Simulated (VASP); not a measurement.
A run of VASP 6.6.1 is set up as follows.

Contents of INCAR:

```
PREC     = Accurate       # precision mode
ENCUT    = 520            # plane-wave cutoff, eV
EDIFF    = 1E-6           # SCF threshold, eV
ISMEAR   = 0              # smearing method
SIGMA    = 0.01           # smearing width, eV
LREAL    = F              # projectors in reciprocal space
LASPH    = T              # aspherical terms in the spheres
NELM     = 100            # most SCF steps
ALGO     = Normal         # electronic algorithm
ISIF     = 2              # what is computed and relaxed
LWAVE    = F              # write WAVECAR
LCHARG   = F              # write CHGCAR
GGA      = PE             # functional
NBANDS   = 36             # bands
```

The input KPOINTS:

```
Automatic mesh
0
Gamma
  8 8 2
```

File POSCAR:

```
SiC
1.0
    1.5475298036     -2.6804009207      0.0000000000
    1.5475298036      2.6804009207      0.0000000000
    0.0000000000      0.0000000000     15.1861854286
Si C
6 6
Direct
    0.1666664731      0.8333335269      0.8577034761
    0.8333335269      0.1666664731      0.3577034761
    0.4999999791      0.5000000209      0.5244820616
    0.5000000209      0.4999999791      0.0244820616
    0.8333333475      0.1666666525      0.6912117060
    0.1666666525      0.8333333475      0.1912117060
    0.5000004116      0.4999995884      0.6498381130
    0.4999995884      0.5000004116      0.1498381130
    0.1666670343      0.8333329657      0.9826950858
    0.8333329657      0.1666670343      0.4826950858
    0.8333335128      0.1666664872      0.8162095574
    0.1666664872      0.8333335128      0.3162095574
```

Potentials or basis: VASP PAW PBE potentials, release 64 (Si, C).

Run with:

```bash
$ cat potpaw_PBE.64/Si/POTCAR potpaw_PBE.64/C/POTCAR > POTCAR
$ mpirun -np 1 vasp_std > vasp.out
```

Q: Estimate the pressure.

A: -0.1 GPa.

Q: Predict the band gap on the k mesh.

A: 2.03 eV (least direct gap 3.12 eV).

A k mesh can miss the band edges.
